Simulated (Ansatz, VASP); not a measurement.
# TePt in VASP and in Ansatz

```
CELL_PARAMETERS angstrom
4.11100 0.00000 0.00000
-2.05550 3.56023 0.00000
0.00000 0.00000 5.22816
ATOMIC_POSITIONS crystal
Te 0.33333 0.66667 0.25000
Te 0.66667 0.33333 0.75000
Pt 0.00000 0.00000 0.00000
Pt 0.00000 0.00000 0.50000
```

Change from the starting cell: strain +0.000 along x and y, -0.040 along z, atoms carried along.

Alike in both runs: task single point; functional PBEsol; k mesh 12 × 12 × 10; occupations gaussian, width 0.15 eV; no spin polarisation.

|  | VASP | Ansatz |
| --- | --- | --- |
| version | VASP 6.6.1 | Ansatz 0.2.0 |
| potentials or method | VASP PAW PBE potentials, release 64 (Te, Pt), cutoff 520 eV | scalar-relativistic, plane waves, PAW |
| valence electrons in the cell | 32 | 68 |

|  | VASP | Ansatz | Ansatz less VASP |
| --- | --- | --- | --- |
| gap on the k mesh at the Fermi level (eV) | none | none | - |
| pressure (GPa) | 21.0 | 21.0 | +0.03 |
| traceless stress, the component that is largest in VASP (GPa) | 4.91 | 4.92 | +0.015 |

VASP's potentials were made for PBE, not for PBEsol. A gap of «none» marks a metal or a gap that the smearing closes. VASP's potentials hold 32 valence electrons a cell and Ansatz's 68, so a difference there can come from the potentials and not from the codes.

Neither program's run includes spin-orbit coupling.
